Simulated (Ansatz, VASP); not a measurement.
Two plane-wave programs on Ni

File INCAR:

```
SYSTEM = Ni
ALGO = Normal
EDIFF = 1E-6
ENCUT = 520
GGA = PS
ISIF = 2
ISMEAR = -1
ISPIN = 2
LASPH = .True.
LCHARG = .False.
LMAXMIX = 4
LORBIT = 11
LREAL = .False.
LWAVE = .False.
MAGMOM = 0.651
NBANDS = 15
NELM = 150
PREC = Accurate
SIGMA = 0.05
```

File KPOINTS:

```
k-points
0
Gamma
  26 26 26
  0 0 0
```

Contents of POSCAR:

```
Ni
1.0
    0.0000000000      1.7547528461      1.7547528461
    1.7547528461      0.0000000000      1.7547528461
    1.7547528461      1.7547528461      0.0000000000
Ni
1
Direct
    0.0000000000      0.0000000000      0.0000000000
```

Input for Ansatz:

```yaml
crystal:
  lattice:
    - [0.0, 1.7547528461, 1.7547528461]
    - [1.7547528461, 0.0, 1.7547528461]
    - [1.7547528461, 1.7547528461, 0.0]
  atoms:
    - { symbol: Ni, position: [0.0, 0.0, 0.0], spin: 0.651 }
hamiltonian:
  xc: pbesol
  pseudopotentials:
    kind: paw
    azcp:
      Ni: "pseudopotentials/Ni.paw.azcp"
basis:
  ecutwfc: 420
  fft_grid_basis: typed
kpoints:
  mp_grid: { grid: [26, 26, 26], shift: [0, 0, 0] }
magnetization:
  spin_polarized: true
scf:
  occupations: { method: fermi_dirac, width: 0.05 }
output:
  stress: true
```

Alike in both runs: task single point; functional PBEsol; k mesh 26 × 26 × 26; occupations fermi-dirac, width 0.05 eV; collinear spin.

|  | VASP | Ansatz |
| --- | --- | --- |
| version | VASP 6.6.1 | Ansatz 0.2.0 |
| potentials or method | VASP PAW PBE potentials, release 64 (Ni), cutoff 520 eV | plane waves (420 eV) with PAW, scalar-relativistic |
| valence electrons in the cell | 10 | 18 |

Ansatz gave:

```
pressure (GPa)                                                : -8.3
net moment per atom (μB)                                      : 0.64
size of the moment on the site where the two differ most (μB) : 0.67
```

Q: What did VASP give for the same quantities?

A: Pressure (GPa): -8.3; net moment per atom (μB): 0.62; size of the moment on the site where the two differ most (μB): 0.63.

VASP's potentials were made for PBE, not for PBEsol, and Ansatz warns of the same on its side. Site moments also hang on the region over which each program counts them. With one functional, cell and mesh, what is left measures potentials, basis and numerics. VASP's potentials hold 10 valence electrons a cell and Ansatz's 18, so a difference there can come from the potentials and not from the codes.
